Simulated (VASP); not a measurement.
Write the native input for VASP 6.6.1 that does the following.

```
Task                   : single point
Functional             : PBEsol
Potentials or basis    : VASP PAW PBE potentials, release 64 (W_sv)
Cutoff                 : 520 eV
k mesh                 : 20 × 20 × 20
Occupations            : gaussian, width 0.15 eV
Spin                   : no spin polarisation
Dipole correction      : no
Further INCAR settings : ALGO = Normal; EDIFF = 1e-06; NBANDS = 13
```

The structure of W lies in POSCAR:

```
W
1.0
    0.0000000000      2.1924000000      2.1924000000
    2.1924000000      0.0000000000      2.1924000000
    2.1924000000      2.1924000000      0.0000000000
W
1
Direct
    0.0000000000      0.0000000000      0.0000000000
```

This isn't the form of W at room conditions, which is bcc.

This cell differs from its parent crystal: strain +0.080 along x and y, +0.080 along z.

One way to write it, as run:

INCAR

```
PREC = Accurate
ENCUT = 520
EDIFF = 1E-6
ISMEAR = 0
SIGMA = 0.15
LREAL = False
LASPH = True
NELM = 60
ALGO = Normal
ISIF = 2
LWAVE = False
LCHARG = True
GGA = PS
LELF = True
LVHAR = True
NBANDS = 13
```

KPOINTS

```
regular mesh
0
Gamma
  20 20 20
```

Potentials or basis: VASP PAW PBE potentials, release 64 (W_sv).

The run is started by

```sh
$ cat potpaw_PBE.64/W_sv/POTCAR > POTCAR
$ mpirun -np 1 vasp_std > vasp.out
```

Results of the run:

```
Pressure               : -46.6 GPa
Band gap on the k mesh : zero (bands 7 and 8 overlap by 2.45 eV)
```

Caveat: the cell differs from its parent crystal (strain +0.080 along x and y, +0.080 along z); the cell stands under tension; the PAW data sets were made with another functional, which shifts forces and pressure a little; spin-orbit coupling is left out, which moves the levels of the heavy elements.

Run time: 61 s on 1 thread of Intel Xeon 8259CL, with other jobs on the host, peak memory 0.19 GiB.
